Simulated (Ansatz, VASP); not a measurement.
# One calculation of Al, two programs

```
CELL_PARAMETERS angstrom
0.00000 2.01993 2.01993
2.01993 0.00000 2.01993
2.01993 2.01993 0.00000
ATOMIC_POSITIONS crystal
Al 0.00000 0.00000 0.00000
```

Alike in both runs: functional PBE; k mesh 16 × 16 × 16; occupations fermi-dirac, width 0.05 eV; no spin polarisation.

Ansatz relaxed the structure, and its values are those at the end. VASP's run is a single point on that final structure, the one shown.

|  | VASP | Ansatz |
| --- | --- | --- |
| version | VASP 6.6.1 | Ansatz 0.2.0 |
| potentials or method | VASP PAW PBE potentials, release 64 (Al), cutoff 520 eV | plane-wave PAW DFT |
| valence electrons in the cell | 3 | 3 |

```csv
,VASP,Ansatz,Ansatz less VASP
pressure (GPa),0.0,0.0,+0.01
```
